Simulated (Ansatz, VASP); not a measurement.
One calculation of Bi, two programs

File INCAR:

```
SYSTEM = Bi
PREC = Accurate
ENCUT = 520
EDIFF = 1E-6
ISMEAR = 1
SIGMA = 0.3
LREAL = .False.
LASPH = .True.
NELM = 100
ALGO = Normal
ISIF = 2
LWAVE = .False.
LCHARG = .False.
GGA = CA
NBANDS = 22
```

KPOINTS

```
regular mesh
0
Gamma
  9 9 9
  0 0 0
```

The input POSCAR:

```
Bi
1.0
    2.2451514826      1.2962388128      3.8388382945
   -2.2451514826      1.2962388128      3.8388382945
    0.0000000000     -2.5924776257      3.8388382945
Bi
2
Direct
    0.2371145469      0.2371145469      0.2371145469
    0.7628854531      0.7628854531      0.7628854531
```

Input for Ansatz:

```yaml
crystal:
  lattice:
    - [2.2451514826, 1.2962388128, 3.8388382945]
    - [-2.2451514826, 1.2962388128, 3.8388382945]
    - [0.0, -2.5924776257, 3.8388382945]
  atoms:
    - { symbol: Bi, position: [0.2371145469, 0.2371145469, 0.2371145469] }
    - { symbol: Bi, position: [0.7628854531, 0.7628854531, 0.7628854531] }
hamiltonian:
  xc: lda
  pseudopotentials:
    kind: paw
    azcp:
      Bi: "pseudopotentials/Bi.paw.azcp"
basis:
  ecutwfc: 420
  fft_grid_basis: typed
kpoints:
  mp_grid: { grid: [9, 9, 9], shift: [0, 0, 0] }
magnetization:
  spin_polarized: false
scf:
  occupations: { method: methfessel_paxton, width: 0.3 }
  lower_state_search: "off"
output:
  stress: true
```

Alike in both runs: task single point; functional LDA; k mesh 9 × 9 × 9; occupations methfessel-paxton of order 1, width 0.3 eV; no spin polarisation.

|  | VASP | Ansatz |
| --- | --- | --- |
| version | VASP 6.6.1 | Ansatz 0.2.0 |
| potentials or method | VASP PAW LDA potentials, release 64 (Bi_d), cutoff 520 eV | plane waves (420 eV) with PAW, scalar-relativistic |
| valence electrons in the cell | 30 | 30 |

Ansatz gave:

| Property | Result |
| --- | --- |
| pressure (GPa) | 0.0 |
| traceless stress, the component that is largest in VASP (GPa) | -0.06 |

Which values does VASP return?

Pressure (GPa): 0.1; traceless stress, the component that is largest in VASP (GPa): -0.08.

Ansatz warns that its potentials were made for another functional, while VASP's fit it. LDA's correlation is that of Perdew and Zunger in VASP and of Perdew and Wang (1992) in Ansatz.

Neither program's run includes spin-orbit coupling.
